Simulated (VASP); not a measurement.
# HC20 in VASP: further runs, part 2 of 2

VASP 6.6.1. Earlier steps stand in the parts before.

## Step 3: Single point, LDA

INCAR

```
ALGO = Fast ; DIPOL = 0.5 0.5 0.292
EDIFF = 1E-6 ; ENCUT = 520
GGA = CA ; IDIPOL = 3
ISIF = 2 ; ISMEAR = 0
LASPH = True ; LCHARG = False
LDIPOL = True ; LREAL = Auto
LWAVE = False ; NBANDS = 108
NELM = 80 ; PREC = Accurate
SIGMA = 0.05
```

KPOINTS

```
k-points
0
Gamma
  4 4 1
```

POSCAR

```
HC20
1.0
    7.2015518731      0.0000000000      0.0000000000
   -3.3194130427      7.7907812636      0.0000000000
    0.0000000000      0.0000000000     22.7916832250
C H
40 2
Direct
    0.2501129010      0.1667043003      0.1755026147
    0.2501129010      0.6667043003      0.1755026147
    0.7501129009      0.1667043003      0.1755026147
    0.7501129009      0.6667043003      0.1755026147
    0.2498870990      0.3332956997      0.1755026147
    0.2498870990      0.8332956997      0.1755026147
    0.7498870990      0.3332956997      0.1755026147
    0.7498870990      0.8332956997      0.1755026147
    0.2501129010      0.4167043003      0.2291325538
    0.2501129010      0.9167043003      0.2291325538
    0.7501129009      0.4167043003      0.2291325538
    0.7501129009      0.9167043003      0.2291325538
    0.2498870990      0.0832956997      0.2291325538
    0.2498870991      0.5832956997      0.2291325538
    0.7498870990      0.0832956997      0.2291325538
    0.7498870990      0.5832956997      0.2291325538
    0.2500458055      0.1676520614      0.2827258575
    0.2500458055      0.6676520614      0.2827258575
    0.7500458055      0.1676520614      0.2827258575
    0.7500458055      0.6676520614      0.2827258575
    0.2499541945      0.3323479386      0.2827258575
    0.2499541945      0.8323479386      0.2827258575
    0.7499541945      0.3323479386      0.2827258575
    0.7499541945      0.8323479386      0.2827258575
    0.2500622594      0.4183368654      0.3365410697
    0.2500622594      0.9183368654      0.3365410697
    0.7500622594      0.4183368654      0.3365410697
    0.7500622594      0.9183368654      0.3365410697
    0.2499377406      0.0816631346      0.3365410697
    0.2499377406      0.5816631346      0.3365410697
    0.7499377406      0.0816631346      0.3365410697
    0.7499377406      0.5816631346      0.3365410697
    0.2501903787      0.1771682769      0.3857408485
    0.2501903787      0.6771682769      0.3857408485
    0.7501903787      0.1771682769      0.3857408485
    0.7501903787      0.6771682769      0.3857408485
    0.2498096213      0.3228317231      0.3857408485
    0.2498096213      0.8228317231      0.3857408485
    0.7498096213      0.3228317231      0.3857408485
    0.7498096213      0.8228317231      0.3857408485
    0.9998096213      0.2785497518      0.4998175480
    0.9998096213      0.3671136943      0.4998175480
```

Potentials or basis: VASP PAW LDA potentials, release 64 (C, H).

Launch:

```sh
cat potpaw_LDA.64/C/POTCAR potpaw_LDA.64/H/POTCAR > POTCAR
mpirun -np 1 vasp_std > vasp.out
```

OUTCAR:

```text
EDIFF = 1E-6
   ENCUT = 520
   GGA = CA
   ISIF = 2
   ISMEAR = 0
   LASPH = True
   LREAL = Auto
   NELM = 80
   PREC = Accurate

 ion  position               nearest neighbor table
   1  0.250  0.167  0.176-   5 1.41  13 1.41
   2  0.250  0.667  0.176-   6 1.41  14 1.41
   3  0.750  0.167  0.176-   7 1.41  15 1.41
   4  0.750  0.667  0.176-   8 1.41  16 1.41
   5  0.250  0.333  0.176-   1 1.41   9 1.41
   6  0.250  0.833  0.176-   2 1.41  10 1.41
   7  0.750  0.333  0.176-   3 1.41  11 1.41
   8  0.750  0.833  0.176-   4 1.41  12 1.41
   9  0.250  0.417  0.229-  14 1.41   5 1.41  21 1.41
  10  0.250  0.917  0.229-  13 1.41   6 1.41  22 1.41
  11  0.750  0.417  0.229-  16 1.41   7 1.41  23 1.41
  12  0.750  0.917  0.229-  15 1.41   8 1.41  24 1.41
  13  0.250  0.083  0.229-  10 1.41   1 1.41  17 1.41
  14  0.250  0.583  0.229-   9 1.41   2 1.41  18 1.41
[... 16 lines left out ...]
  31  0.750  0.082  0.337-  35 1.38  28 1.38  19 1.43
  32  0.750  0.582  0.337-  36 1.38  27 1.38  20 1.43
  33  0.250  0.177  0.386-  37 1.23  29 1.38
  34  0.250  0.677  0.386-  38 1.23  30 1.38
  35  0.750  0.177  0.386-  39 1.23  31 1.38
  36  0.750  0.677  0.386-  40 1.23  32 1.38
[... 277 lines left out ...]
      5     -20.4576      2.00000
      6     -20.3067      2.00000
[... 949 lines left out ...]
     92      -0.4463      0.00000
     93      -0.4454      0.00000
 [bands above 93 left out]

------------------------ aborting loop because EDIFF is reached ----------------------------------------

 vacuum level on the upper side and lower side of the slab       (xc-potential included)        -0.544         0.340

  FORCE on cell =-STRESS in cart. coord.  units (eV):
  Direction    XX          YY          ZZ          XY          YZ          ZX
  --------------------------------------------------------------------------------------
  -------------------------------------------------------------------------------------
  Total       -1.2868702     -4.8742901     -9.0085137      1.2391578      0.0658663      0.0940991
  in kB       -1.6123593     -6.1071481    -11.2870441      1.5525790      0.0825259      0.1178996
  external PRESSURE =      -6.3355171 kB  Pullay stress =       0.0000000 kB

 VOLUME and BASIS-vectors are now :
 -----------------------------------------------------------------------------
  energy-cutoff  :      520.00
  volume of cell :     1278.74
      direct lattice vectors                 reciprocal lattice vectors
     7.201551873  0.000000000  0.000000000     0.138858960  0.059163545  0.000000000
    -3.319413043  7.790781264  0.000000000     0.000000000  0.128356832  0.000000000
     0.000000000  0.000000000 22.791683225     0.000000000  0.000000000  0.043875654

 POSITION                                       TOTAL-FORCE (eV/Angst)
 -----------------------------------------------------------------------------------
      1.24784      1.29876      4.00000        -2.680700      6.310571      1.103312
     -0.41187      5.19415      4.00000        -2.685056      6.308659      1.104432
      4.84862      1.29876      4.00000        -2.682441      6.310884      1.103417
      3.18891      5.19415      4.00000        -2.684880      6.309700      1.104572
      0.69323      2.59663      4.00000         2.680439     -6.311406      1.104463
     -0.96648      6.49202      4.00000         2.685324     -6.307978      1.103475
[... 34 lines left out ...]
      6.27556      2.17012     11.39168         0.240705     -0.495174      0.009817
      5.98158      2.86010     11.39168        -0.204744      0.523668      0.019997
 -----------------------------------------------------------------------------------
    total drift:                               -0.000043      0.000115     -0.042069

  FREE ENERGIE OF THE ION-ELECTRON SYSTEM (eV)
  ---------------------------------------------------
  free  energy   TOTEN  =      -369.6683917748 eV

  energy  without entropy=     -369.6507350996  energy(sigma->0) =     -369.65956344

 vacuum level on the upper side and lower side of the slab         2.317         3.220
```

OSZICAR:

```text
N       E                     dE             d eps       ncg     rms          rms(c)
DAV:   1     0.132446162282E+04    0.13245E+04   -0.65102E+04  2256   0.118E+03
DAV:   2    -0.160729341409E+03   -0.14852E+04   -0.14262E+04  3088   0.287E+02
DAV:   3    -0.392139763780E+03   -0.23141E+03   -0.22789E+03  2544   0.115E+02
[... 21 lines left out ...]
RMM:  25    -0.369668382895E+03   -0.30505E-05   -0.17214E-07   957   0.846E-04    0.470E-04
RMM:  26    -0.369668385366E+03   -0.24712E-05   -0.58499E-08   678   0.648E-04    0.289E-04
RMM:  27    -0.369668389382E+03   -0.40155E-05   -0.97394E-08   808   0.730E-04    0.339E-04
RMM:  28    -0.369668390888E+03   -0.15066E-05   -0.28440E-08   607   0.595E-04    0.114E-04
RMM:  29    -0.369668391775E+03   -0.88665E-06   -0.17410E-08   547   0.577E-04
   1 F= -.36966839E+03 E0= -.36965956E+03  d E =-.176567E-01
```

Wall time 1.7 h (1 thread of Oxide Virtual Turin-like, shared host); peak memory 1.3 GiB.

Results:

* Free energy: -369.6684 eV
* Largest force: 6.946 eV/Å

Forces in eV/Å, atoms in the order of the input:
```
C   -2.681  6.311  1.103
C   -2.685  6.309  1.104
C   -2.682  6.311  1.103
C   -2.685  6.310  1.105
C    2.680 -6.311  1.104
C    2.685 -6.308  1.103
C    2.682 -6.311  1.103
C    2.684 -6.310  1.105
C   -0.172  0.414 -1.182
C   -0.174  0.414 -1.183
C   -0.171  0.413 -1.182
C   -0.174  0.413 -1.185
C    0.172 -0.412 -1.183
C    0.174 -0.414 -1.183
C    0.173 -0.412 -1.183
C    0.174 -0.414 -1.184
C    0.002 -0.015  0.009
C    0.001 -0.011  0.011
C    0.003 -0.009  0.006
C    0.000 -0.010  0.011
C   -0.001  0.009  0.011
C   -0.001  0.009  0.012
C    0.002  0.012  0.005
C   -0.001  0.010  0.012
C   -0.016  0.051  0.020
C   -0.011  0.050  0.009
C   -0.007  0.036  0.014
C   -0.011  0.045  0.004
C    0.008 -0.035  0.005
C    0.012 -0.050  0.006
C    0.005 -0.038  0.014
C    0.007 -0.047  0.006
C    0.033 -0.064  0.072
C    0.033 -0.063  0.070
C    0.014 -0.061  0.035
C    0.037 -0.063  0.059
C   -0.025  0.044  0.053
C   -0.036  0.057  0.057
C   -0.051  0.049  0.037
C   -0.036  0.065  0.062
H    0.241 -0.495  0.010
H   -0.205  0.524  0.020
```

## Step 4: Single point, LDA

INCAR

```
PREC = Accurate ; ENCUT = 520
EDIFF = 1E-6 ; ISMEAR = 0
SIGMA = 0.05 ; LREAL = Auto
LASPH = True ; NELM = 60
ALGO = Fast ; ISIF = 2
LWAVE = False ; LCHARG = True
LDIPOL = True ; IDIPOL = 3
DIPOL = 0.5 0.5 0.291 ; GGA = CA
LELF = True ; LVHAR = True
LVACPOTAV = True ; NBANDS = 108
```

KPOINTS

```
Automatic mesh
0
Gamma
  4 4 1
```

Changes to POSCAR since step 3:

```diff
@@ -48,3 +48,3 @@
     0.7498096213      0.8228317231      0.3857408485
-    0.9998096213      0.2785497518      0.4998175480
-    0.9998096213      0.3671136943      0.4998175480
+    0.9998096213      0.2345629937      0.4756859385
+    0.9998096213      0.4111004525      0.4756859385
```

Potentials or basis: VASP PAW LDA potentials, release 64 (C, H).

Launch:

```sh
cat potpaw_LDA.64/C/POTCAR potpaw_LDA.64/H/POTCAR > POTCAR
mpirun -np 1 vasp_std > vasp.out
```

OUTCAR:

```text
PREC = Accurate
   ENCUT = 520
   EDIFF = 1E-6
   ISMEAR = 0
   LREAL = Auto
   LASPH = True
   NELM = 60
   ISIF = 2
   GGA = CA

 ion  position               nearest neighbor table
   1  0.250  0.167  0.176-   5 1.41  13 1.41
   2  0.250  0.667  0.176-   6 1.41  14 1.41
   3  0.750  0.167  0.176-   7 1.41  15 1.41
   4  0.750  0.667  0.176-   8 1.41  16 1.41
   5  0.250  0.333  0.176-   1 1.41   9 1.41
   6  0.250  0.833  0.176-   2 1.41  10 1.41
   7  0.750  0.333  0.176-   3 1.41  11 1.41
   8  0.750  0.833  0.176-   4 1.41  12 1.41
   9  0.250  0.417  0.229-  14 1.41   5 1.41  21 1.41
  10  0.250  0.917  0.229-  13 1.41   6 1.41  22 1.41
  11  0.750  0.417  0.229-  16 1.41   7 1.41  23 1.41
  12  0.750  0.917  0.229-  15 1.41   8 1.41  24 1.41
  13  0.250  0.083  0.229-  10 1.41   1 1.41  17 1.41
  14  0.250  0.583  0.229-   9 1.41   2 1.41  18 1.41
[... 16 lines left out ...]
  31  0.750  0.082  0.337-  35 1.38  28 1.38  19 1.43
  32  0.750  0.582  0.337-  36 1.38  27 1.38  20 1.43
  33  0.250  0.177  0.386-  37 1.23  29 1.38
  34  0.250  0.677  0.386-  38 1.23  30 1.38
  35  0.750  0.177  0.386-  39 1.23  31 1.38
  36  0.750  0.677  0.386-  40 1.23  32 1.38
  37  0.250  0.323  0.386-  33 1.23  25 1.38
  38  0.250  0.823  0.386-  34 1.23  26 1.38
  39  0.750  0.323  0.386-  35 1.23  27 1.38
  40  0.750  0.823  0.386-  36 1.23  28 1.38
  41  1.000  0.235  0.476-
  42  1.000  0.411  0.476-

  LATTYP: Found a simple monoclinic cell.
 ALAT       =     7.2015518731
 B/A-ratio  =     3.1648294182
 C/A-ratio  =     1.1759212235
 COS(beta)  =    -0.3919737412

  Lattice vectors:

 A1 = (   7.2015518731,   0.0000000000,   0.0000000000)
 A2 = (   0.0000000000,   0.0000000000, -22.7916832250)
 A3 = (  -3.3194130427,   7.7907812636,   0.0000000000)

Analysis of symmetry for initial positions (statically):
=====================================================================
 Subroutine PRICEL returns:
 Original cell was already a primitive cell.

 Routine SETGRP: Setting up the symmetry group for a
[... 214 lines left out ...]
   LEPSILON=     F    determine dielectric tensor
   LRPA    =     F    only Hartree local field effects (RPA)
 non-spin polarized calculation
 RMM-DIIS sequential band-by-band and
 Gauss-broadening in eV      SIGMA  =   0.05
  energy-cutoff  :      520.00
  volume of cell :     1278.74
 maximum number of plane-waves:     34461
 NGX is ok and might be reduce to    54
   NGX = 27   NGY = 31   NGZ = 85

 dipolmoment           0.000000      0.000000      0.123256 electrons x Angstroem

 number of electron     162.0000011 magnetization

 dipolmoment           0.000000      0.000000     -0.265484 electrons x Angstroem

 Free energy of the ion-electron system (eV)
  ---------------------------------------------------
  ext. energy  EPLUGINS =         0.00000000
  ---------------------------------------------------
  free energy    TOTEN  =      -366.91332116 eV

  energy without entropy =     -366.89578251  energy(sigma->0) =     -366.90455184

 E-fermi :  -3.3730     XC(G=0):  -3.8565

 val. band max:       -3.3762140672   @ k =   0.5000   0.2500   0.0000
 cond. band min:      -3.3678938116   @ k =  -0.2500   0.2500   0.0000
 fundamental gap:      0.0083202557
 Fermi energy:        -3.3729868649

 k-point     1 :       0.0000    0.0000    0.0000
  band No.  band energies     occupation
      1     -22.1331      2.00000
      2     -21.8039      2.00000
      3     -20.7416      2.00000
      4     -20.5939      2.00000
      5     -20.4693      2.00000
      6     -20.3178      2.00000
[... 949 lines left out ...]
     92      -0.5683      0.00000
     93      -0.4559      0.00000
 [bands above 93 left out]

------------------------ aborting loop because EDIFF is reached ----------------------------------------

  FORCE on cell =-STRESS in cart. coord.  units (eV):
  Direction    XX          YY          ZZ          XY          YZ          ZX
  --------------------------------------------------------------------------------------
  -------------------------------------------------------------------------------------
  Total       -1.5183176     -9.8426313     -8.6004204      3.2685253      0.5392273      0.5903193
  in kB       -1.9023468    -12.3321357    -10.7757314      4.0952359      0.6756144      0.7396292
  external PRESSURE =      -8.3367380 kB  Pullay stress =       0.0000000 kB

 VOLUME and BASIS-vectors are now :
 -----------------------------------------------------------------------------
  energy-cutoff  :      520.00
  volume of cell :     1278.74
      direct lattice vectors                 reciprocal lattice vectors
     7.201551873  0.000000000  0.000000000     0.138858960  0.059163545  0.000000000
    -3.319413043  7.790781264  0.000000000     0.000000000  0.128356832  0.000000000
     0.000000000  0.000000000 22.791683225     0.000000000  0.000000000  0.043875654

 POSITION                                       TOTAL-FORCE (eV/Angst)
 -----------------------------------------------------------------------------------
      1.24784      1.29876      4.00000        -2.644611      6.294700      1.110589
     -0.41187      5.19415      4.00000        -2.699986      6.270368      1.116614
      4.84862      1.29876      4.00000        -2.669235      6.279403      1.105528
      3.18891      5.19415      4.00000        -2.685377      6.284050      1.117561
      0.69323      2.59663      4.00000         2.643416     -6.296556      1.119360
     -0.96648      6.49202      4.00000         2.703307     -6.268330      1.110057
[... 34 lines left out ...]
      6.42157      1.82743     10.84168        -1.365233      3.734557      0.113623
      5.83557      3.20279     10.84168         1.659966     -3.443132      0.154401
 -----------------------------------------------------------------------------------
    total drift:                                0.000109     -0.000036     -0.043178

  FREE ENERGIE OF THE ION-ELECTRON SYSTEM (eV)
  ---------------------------------------------------
  free  energy   TOTEN  =      -366.9133211633 eV

  energy  without entropy=     -366.8957825146  energy(sigma->0) =     -366.90455184

 vacuum level on the upper side and lower side of the slab         2.447         3.304
```

It took 1.7 h on 1 thread of Oxide Virtual Turin-like, shared host; peak memory 1.3 GiB.

Results:

```yaml
Free_energy: -366.9133 eV
Largest_force: 6.925 eV/Å
```

Forces on the atoms (eV/Å):
```
C   -2.645  6.295  1.111
C   -2.700  6.270  1.117
C   -2.669  6.279  1.106
C   -2.685  6.284  1.118
C    2.643 -6.297  1.119
C    2.703 -6.268  1.110
C    2.665 -6.287  1.106
C    2.683 -6.281  1.118
C   -0.151  0.405 -1.193
C   -0.174  0.397 -1.192
C   -0.153  0.393 -1.180
C   -0.173  0.392 -1.202
C    0.150 -0.389 -1.190
C    0.172 -0.396 -1.192
C    0.168 -0.385 -1.187
C    0.166 -0.398 -1.197
C   -0.001 -0.050 -0.002
C    0.001 -0.016  0.013
C    0.020  0.011 -0.020
C    0.003 -0.009  0.017
C   -0.004  0.002  0.019
C   -0.010  0.000  0.018
C    0.033  0.012 -0.025
C   -0.004  0.011  0.022
C   -0.054  0.051  0.056
C    0.008  0.023  0.021
C    0.008 -0.043  0.041
C   -0.014 -0.010 -0.007
C    0.005  0.076 -0.021
C    0.027 -0.029  0.001
C   -0.021  0.037  0.038
C   -0.021 -0.015  0.006
C    0.132 -0.266  0.097
C    0.043 -0.190  0.136
C   -0.087 -0.246 -0.128
C    0.080 -0.165  0.057
C   -0.028  0.062  0.025
C   -0.094  0.154  0.042
C   -0.246  0.118 -0.119
C   -0.070  0.174  0.074
H   -1.365  3.735  0.114
H    1.660 -3.443  0.154
```

Levels at points of the mesh, in eV from the Fermi level:
```
           k point  band 79  band 80  band 81  band 82  band 83  band 84
(0.00, 0.00, 0.00)    -0.82    -0.20    -0.01     0.02     0.50     0.59
(0.50, 0.00, 0.00)    -0.95    -0.14    -0.11     0.17     0.20     0.67
(0.00, 0.50, 0.00)    -1.09    -1.09    -1.07     0.59     0.64     0.65
(0.50, 0.50, 0.00)    -1.08    -0.79    -0.78     0.47     0.51     0.76
```

## Step 5: Summary

```csv
cell,largest force (eV/Å)
"as given, atomic positions A",6.95
"as given, atomic positions B",6.95
"as given, atomic positions C",6.92
```

Alike in all rows: task single point; level LDA; potentials or basis VASP PAW LDA potentials, release 64 (C, H); no spin polarisation; k mesh 4 × 4 × 1; cutoff (eV) 520; smearing gaussian 0.05 eV.

Total energies depend on the potentials used, so only differences within one code and one set of settings carry meaning.
